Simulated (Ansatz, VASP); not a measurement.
**One calculation of SiNi, two programs**

File INCAR:

```
PREC     = Accurate       # precision mode
ENCUT    = 600            # plane-wave cutoff, eV
EDIFF    = 1E-6           # SCF threshold, eV
ISMEAR   = -1             # smearing method
SIGMA    = 0.08           # smearing width, eV
LREAL    = False          # projectors in reciprocal space
LASPH    = True           # aspherical terms in the spheres
NELM     = 120            # most SCF steps
ALGO     = Normal         # electronic algorithm
ISIF     = 2              # what is computed and relaxed
LWAVE    = False          # write WAVECAR
LCHARG   = False          # write CHGCAR
GGA      = CA             # functional
NBANDS   = 14             # bands
GGA_COMPAT= False
```

Contents of KPOINTS:

```
regular mesh
0
Gamma
  16 16 16
```

The input POSCAR:

```
SiNi
1.0
    0.0000000000      2.3213761312      2.3213761312
    2.3213761312      0.0000000000      2.3213761312
    2.3213761312      2.3213761312      0.0000000000
Ni Si
1 1
Direct
    0.0000000000      0.0000000000      0.0000000000
    0.5000000000      0.5000000000      0.5000000000
```

Input for Ansatz:

```yaml
crystal:
  lattice:
    - [0.0, 2.3213761312, 2.3213761312]
    - [2.3213761312, 0.0, 2.3213761312]
    - [2.3213761312, 2.3213761312, 0.0]
  atoms:
    - { symbol: Ni, position: [0.0, 0.0, 0.0] }
    - { symbol: Si, position: [0.5, 0.5, 0.5] }
kpoints:
  mp_grid: { grid: [16, 16, 16] }
scf:
  occupations: { method: fermi_dirac, width: 0.08 }
hamiltonian:
  xc: lda
  pseudopotentials: { kind: all_electron, datasets: crystal }
output:
  forces: true
  stress: true
  eigenvalues: true
```

Change from the starting cell: volume scaled by 1, crystal datasets.

Alike in both runs: task single point; functional LDA; k mesh 16 × 16 × 16; occupations fermi-dirac, width 0.08 eV; no spin polarisation.

|  | VASP | Ansatz |
| --- | --- | --- |
| version | VASP 6.6.1 | Ansatz 0.2.0 |
| potentials or method | VASP PAW LDA potentials, release 64 (Ni, Si), cutoff 600 eV | all-electron PAW with datasets made for the crystal, scalar-relativistic |

Ansatz gave:

| Quantity | Value |
| --- | --- |
| pressure (GPa) | 0.0 |

Problem. Estimate VASP's values.

Solution. Pressure (GPa): 0.3.

LDA's correlation is that of Perdew and Zunger in VASP and of Perdew and Wang (1992) in Ansatz. Ansatz ran all-electron here, and VASP with PAW potentials.
